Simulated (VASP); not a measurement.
Here is a VASP 6.6.1 calculation.

Contents of INCAR:

```
SYSTEM = BAs
PREC = Accurate ; ENCUT = 520
EDIFF = 1E-6 ; ISMEAR = -1
SIGMA = 0.05 ; LREAL = .False.
LASPH = .True. ; NELM = 100
ALGO = Normal ; ISIF = 2
LWAVE = .False. ; LCHARG = .False.
GGA = CA ; NBANDS = 11
```

File KPOINTS:

```
Automatic mesh
0
Gamma
  13 13 13
  0 0 0
```

File POSCAR:

```
BAs
1.0
    0.0000000000      2.3724693156      2.3724693156
    2.3724693156      0.0000000000      2.3724693156
    2.3724693156      2.3724693156      0.0000000000
B As
1 1
Direct
    0.0000000000      0.0000000000      0.0000000000
    0.7500000000      0.7500000000      0.7500000000
```

Potentials or basis: VASP PAW LDA potentials, release 64 (B, As).

Launch:

```bash
$ cat potpaw_LDA.64/B/POTCAR potpaw_LDA.64/As/POTCAR > POTCAR
$ mpirun -np 1 vasp_std > vasp.out
```

Problem. Estimate the band gap on the k mesh.

Solution. 1.11 eV, indirect (least direct gap 3.28 eV).

Problem. Estimate the pressure.

Solution. -0.2 GPa.

 A k mesh can miss the band edges.
